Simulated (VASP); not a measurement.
# Ni3Ge (Pm-3m) in VASP: a series of runs, part 2 of 2

VASP 6.6.1. Earlier steps stand in the parts before.

## 4. Single point, PBEsol

This run uses another cell than the first one, of 9.16 Å³/atom, 0.813 times its volume.

Contents of INCAR:

```
ALGO = Fast ; EDIFF = 1E-6
ENCUT = 520 ; GGA = PS
ISIF = 2 ; ISMEAR = 0
LASPH = T ; LCHARG = F
LREAL = F ; LWAVE = F
NBANDS = 30 ; NELM = 60
PREC = Accurate ; SIGMA = 0.1
```

Contents of KPOINTS:

```
k-points
0
Gamma
  12 12 12
```

Contents of POSCAR:

```
Ni3Ge
1.0
    3.3211134521      0.0000000000      0.0000000000
    0.0000000000      3.3211134521      0.0000000000
    0.0000000000      0.0000000000      3.3211134521
Ni Ge
3 1
Direct
    0.5000000000      0.0000000000      0.5000000000
    0.0000000000      0.5000000000      0.5000000000
    0.5000000000      0.5000000000      0.0000000000
    0.0000000000      0.0000000000      0.0000000000
```

Potentials or basis: VASP PAW PBE potentials, release 64 (Ni, Ge_d).

Started as:

```
$ cat potpaw_PBE.64/Ni/POTCAR potpaw_PBE.64/Ge_d/POTCAR > POTCAR
$ mpirun -np 1 vasp_std > vasp.out
```

OUTCAR:

```text
EDIFF = 1E-6
   ENCUT = 520
   GGA = PS
   ISIF = 2
   ISMEAR = 0
   LASPH = T
   LREAL = F
   NELM = 60
   PREC = Accurate

 ion  position               nearest neighbor table
   1  0.500  0.000  0.500-   2 2.35   3 2.35   4 2.35   3 2.35   4 2.35   2 2.35   3 2.35   3 2.35
                             2 2.35   4 2.35   4 2.35   2 2.35
   2  0.000  0.500  0.500-   1 2.35   3 2.35   4 2.35   3 2.35   4 2.35   1 2.35   4 2.35   4 2.35
                             1 2.35   3 2.35   3 2.35   1 2.35
   3  0.500  0.500  0.000-   1 2.35   2 2.35   4 2.35   1 2.35   2 2.35   1 2.35   4 2.35   1 2.35
                             2 2.35   4 2.35   2 2.35   4 2.35
   4  0.000  0.000  0.000-   1 2.35   2 2.35   3 2.35   1 2.35   2 2.35   2 2.35   3 2.35   2 2.35
                             1 2.35   3 2.35   1 2.35   3 2.35

  LATTYP: Found a simple cubic cell.
 ALAT       =     3.3211134521

  Lattice vectors:

 A1 = (   3.3211134521,   0.0000000000,   0.0000000000)
 A2 = (   0.0000000000,   3.3211134521,   0.0000000000)
 A3 = (   0.0000000000,   0.0000000000,   3.3211134521)

[... 171 lines left out ...]

 Free energy of the ion-electron system (eV)
  ---------------------------------------------------
  ext. energy  EPLUGINS =         0.00000000
  ---------------------------------------------------
  free energy    TOTEN  =       -23.60650321 eV

  energy without entropy =      -23.59744801  energy(sigma->0) =      -23.60197561

 E-fermi :  13.1977     XC(G=0): -14.7850

 val. band max:       13.1754433255   @ k =   0.5000   0.5000   0.3333
 cond. band min:      13.1979777132   @ k =   0.0833   0.0833   0.0000
 fundamental gap:      0.0225343877
 Fermi energy:        13.1976628111

 k-point     1 :       0.0000    0.0000    0.0000
  band No.  band energies     occupation
      1     -11.6278      2.00000
      2     -11.6278      2.00000
      3     -11.5961      2.00000
      4     -11.5961      2.00000
      5     -11.5961      2.00000
      6      -1.0386      2.00000
[... 781 lines left out ...]
     29      24.6575      0.00000
     30      25.9624      0.00000

 [... further k-points ...]
[... 5 lines left out ...]
  --------------------------------------------------------------------------------------
  -------------------------------------------------------------------------------------
  Total       13.7674612     13.7674612     13.7674612     -0.0000000      0.0000000     -0.0000000
  in kB      602.1619494    602.1619494    602.1619494     -0.0000000      0.0000000     -0.0000000
  external PRESSURE =     602.1619494 kB  Pullay stress =       0.0000000 kB

 VOLUME and BASIS-vectors are now :
 -----------------------------------------------------------------------------
  energy-cutoff  :      520.00
  volume of cell :       36.63
      direct lattice vectors                 reciprocal lattice vectors
     3.321113452  0.000000000  0.000000000     0.301103836  0.000000000  0.000000000
     0.000000000  3.321113452  0.000000000     0.000000000  0.301103836  0.000000000
     0.000000000  0.000000000  3.321113452     0.000000000  0.000000000  0.301103836

 POSITION                                       TOTAL-FORCE (eV/Angst)
 -----------------------------------------------------------------------------------
      1.66056      0.00000      1.66056         0.000000      0.000000      0.000000
      0.00000      1.66056      1.66056         0.000000      0.000000      0.000000
      1.66056      1.66056      0.00000         0.000000      0.000000      0.000000
      0.00000      0.00000      0.00000         0.000000      0.000000      0.000000
 -----------------------------------------------------------------------------------
    total drift:                                0.000000      0.000000      0.000000

  FREE ENERGIE OF THE ION-ELECTRON SYSTEM (eV)
  ---------------------------------------------------
  free  energy   TOTEN  =       -23.6065032102 eV

  energy  without entropy=      -23.5974480075  energy(sigma->0) =      -23.60197561
```

stdout:

```text
POSCAR found type information on POSCAR NiGe
 POSCAR found :  2 types and       4 ions
 scaLAPACK will be used
 -----------------------------------------------------------------------------
|                                                                             |
|                                                                             |
|     You enforced a specific xc type in the INCAR file but a different       |
|     I HOPE YOU KNOW WHAT YOU ARE DOING!                                     |
|                                                                             |
 -----------------------------------------------------------------------------

 LDA part: xc-table for (Slater+PW92), standard interpolation
 POSCAR, INCAR and KPOINTS ok, starting setup
 FFT: planning ... GRIDC
 FFT: planning ... GRID_SOFT
 FFT: planning ... GRID
 WAVECAR not read
 entering main loop
WARNING in EDDRMM: call to ZHEGV failed, returncode =   8  4     21
```

It took 59 s on 1 thread of Intel Xeon 6975P-C (Granite Rapids), shared host; peak memory 0.2 GiB.

Results:

- Free energy: -23.6065 eV
- Pressure: 60.2 GPa
- Band gap on the k mesh: zero (band 22 reaches 13.25 eV, above the bottom of band 23 at 12.95 eV)

Caveat: the PAW data sets were made with another functional, which shifts forces and pressure a little.

## 5. Single point, PBEsol

This run uses another cell than the first one, of 9.85 Å³/atom, 0.874 times its volume.

Contents of INCAR:

```
ALGO     = Fast           # electronic algorithm
EDIFF    = 1E-7           # SCF threshold, eV
ENCUT    = 520            # plane-wave cutoff, eV
GGA      = PS             # functional
ISIF     = 2              # what is computed and relaxed
ISMEAR   = 0              # smearing method
LASPH    = T              # aspherical terms in the spheres
LCHARG   = F              # write CHGCAR
LREAL    = F              # projectors in reciprocal space
LWAVE    = F              # write WAVECAR
NBANDS   = 30             # bands
NELM     = 60             # most SCF steps
PREC     = Accurate       # precision mode
SIGMA    = 0.1            # smearing width, eV
```

KPOINTS is that of step 4.

Contents of POSCAR:

```
Ni3Ge
1.0
    3.4023294136      0.0000000000      0.0000000000
    0.0000000000      3.4023294136      0.0000000000
    0.0000000000      0.0000000000      3.4023294136
Ni Ge
3 1
Direct
    0.5000000000      0.0000000000      0.5000000000
    0.0000000000      0.5000000000      0.5000000000
    0.5000000000      0.5000000000      0.0000000000
    0.0000000000      0.0000000000      0.0000000000
```

Started as:

```
$ cat potpaw_PBE.64/Ni/POTCAR potpaw_PBE.64/Ge_d/POTCAR > POTCAR
$ mpirun -np 1 vasp_std > vasp.out
```

It took 62 s on 1 thread of Intel Xeon 6975P-C (Granite Rapids), shared host; peak memory 0.21 GiB.

Results (log left out):

- Free energy: -24.3668 eV
- Pressure: 30.1 GPa
- Band gap on the k mesh: zero (band 22 reaches 11.99 eV, above the bottom of band 23 at 11.71 eV)

Levels at points of the mesh, in eV from the Fermi level:
```csv
k point,band 20,band 21,band 22,band 23,band 24,band 25
"(0.00, 0.00, 0.00)",-0.68,-0.33,0.04,0.04,0.04,5.01
"(0.50, 0.00, 0.00)",-1.35,-0.63,0.04,4.04,4.04,5.59
"(0.50, 0.50, 0.00)",-1.30,-1.10,-1.09,0.75,0.75,6.42
"(0.50, 0.50, 0.50)",-1.37,-0.78,-0.23,-0.23,-0.23,1.12
```

Caveat: the PAW data sets were made with another functional, which shifts forces and pressure a little. Spin polarisation is off, so any magnetic state and its effect on volume and gap are missing.

## 6. Single point, PBEsol

This run uses another cell than the first one, of 10.32 Å³/atom, 0.916 times its volume.

Contents of INCAR:

```
  ALGO = Fast
  EDIFF = 1E-6
  ENCUT = 520
  GGA = PS
  ISIF = 2
  ISMEAR = 0
  LASPH = True
  LCHARG = False
  LREAL = False
  LWAVE = False
  NBANDS = 30
  NELM = 100
  PREC = Accurate
  SIGMA = 0.1
```

KPOINTS is that of step 5.

Contents of POSCAR:

```
Ni3Ge
1.0
    3.4558132501      0.0000000000      0.0000000000
    0.0000000000      3.4558132501      0.0000000000
    0.0000000000      0.0000000000      3.4558132501
Ni Ge
3 1
Direct
    0.5000000000      0.0000000000      0.5000000000
    0.0000000000      0.5000000000      0.5000000000
    0.5000000000      0.5000000000      0.0000000000
    0.0000000000      0.0000000000      0.0000000000
```

Potentials or basis: VASP PAW PBE potentials, release 64 (Ni, Ge_d).

Started as:

```
$ cat potpaw_PBE.64/Ni/POTCAR potpaw_PBE.64/Ge_d/POTCAR > POTCAR
$ mpirun -np 1 vasp_std > vasp.out
```

Run time: 62 s. Hardware: 1 thread of Intel Xeon 6975P-C (Granite Rapids), shared host; peak memory 0.22 GiB.

It converged, with:

```yaml
Free_energy: -24.6299 eV
Pressure: 15.2 GPa
Band_gap_on_the_k_mesh: zero (band 22 reaches 11.22 eV, above the bottom of band 23 at 10.96 eV)
```

Levels at points of the mesh, in eV from the Fermi level:
```csv
k point,band 18,band 19,band 20,band 21,band 22,band 23,band 24,band 25,band 26,band 27
"(0.00, 0.00, 0.00)",-1.08,-0.64,-0.64,-0.31,0.04,0.04,0.04,4.55,7.27,7.27
"(0.50, 0.00, 0.00)",-1.43,-1.37,-1.26,-0.59,0.04,3.86,3.86,5.19,5.99,5.99
"(0.50, 0.50, 0.00)",-1.55,-1.31,-1.22,-1.03,-1.02,0.70,0.70,6.11,6.84,9.03
"(0.50, 0.50, 0.50)",-1.46,-1.28,-1.28,-0.67,-0.22,-0.22,-0.22,0.93,4.55,4.55
```

Caveat: the PAW data sets were made with another functional, which shifts forces and pressure a little. Spin polarisation is off, so any magnetic state and its effect on volume and gap are missing.

## 7. The runs side by side

| task | cell | cutoff (eV) | gap on the mesh (eV) | pressure (GPa) |
| --- | --- | --- | --- | --- |
| relaxation of cell and atoms | relaxed to -3 GPa from a = 3.558 Å, 4 atoms | 600 | none | -2.9 |
| relaxation of cell and atoms | relaxed to 60 GPa from a = 3.314 Å, 4 atoms | 600 | none | 60.1 |
| single point | a = 3.321 Å, 4 atoms | 520 | none | 60.2 |
| single point | a = 3.402 Å, 4 atoms | 520 | none | 30.1 |
| single point | a = 3.456 Å, 4 atoms | 520 | none | 15.2 |

Alike in all rows: level PBEsol; potentials or basis VASP PAW PBE potentials, release 64 (Ni, Ge_d); no spin polarisation; k mesh 12 × 12 × 12; smearing gaussian 0.1 eV.

Caveats: the PAW data sets were made with another functional, which shifts forces and pressure a little; the cell is relaxed towards a set pressure, so the enthalpy falls and the energy may rise (some runs).

Total energies depend on the potentials used, so only differences within one code and one set of settings carry meaning.
